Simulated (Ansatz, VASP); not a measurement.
One calculation of Ta2C, two programs

```
Ta C
1.0
    -1.54765   -2.68061    0.00000
     1.54765   -2.68061    0.00000
     0.00000    0.00000   10.84216
Ta C
4 2
Direct
  0.66667 0.66667 0.79560
  0.66667 0.66667 0.34172
  0.33333 0.33333 0.11217
  0.33333 0.33333 0.56605
  0.00000 0.00000 0.68083
  0.00000 0.00000 0.22694
```

Alike in both runs: task single point; functional PBEsol; k mesh 17 × 17 × 5; occupations gaussian, width 0.15 eV; no spin polarisation.

|  | VASP | Ansatz |
| --- | --- | --- |
| version | VASP 6.6.1 | Ansatz 0.2.0 |
| potentials or method | VASP PAW PBE potentials, release 64 (Ta_pv, C), cutoff 520 eV | scalar-relativistic, plane waves, PAW |
| valence electrons in the cell | 52 | 60 |

VASP gave:

```
gap on the k mesh at the Fermi level (eV)                     : none
pressure (GPa)                                                : -7.0
traceless stress, the component that is largest in VASP (GPa) : -6.26
rms of the force components (eV/Å)                            : 0.463
```

Question: Estimate Ansatz's values.

Answer: gap on the k mesh at the Fermi level (eV): none; pressure (GPa): -7.4; traceless stress, the component that is largest in VASP (GPa): -6.27; rms of the force components (eV/Å): 0.459.

VASP's potentials were made for PBE, not for PBEsol. Atom by atom the forces differ by 0.019 eV/Å (rms over components). A gap of «none» marks a metal or a gap that the smearing closes. VASP's potentials hold 52 valence electrons a cell and Ansatz's 60, so a difference there can come from the potentials and not from the codes.

Neither program's run includes spin-orbit coupling.
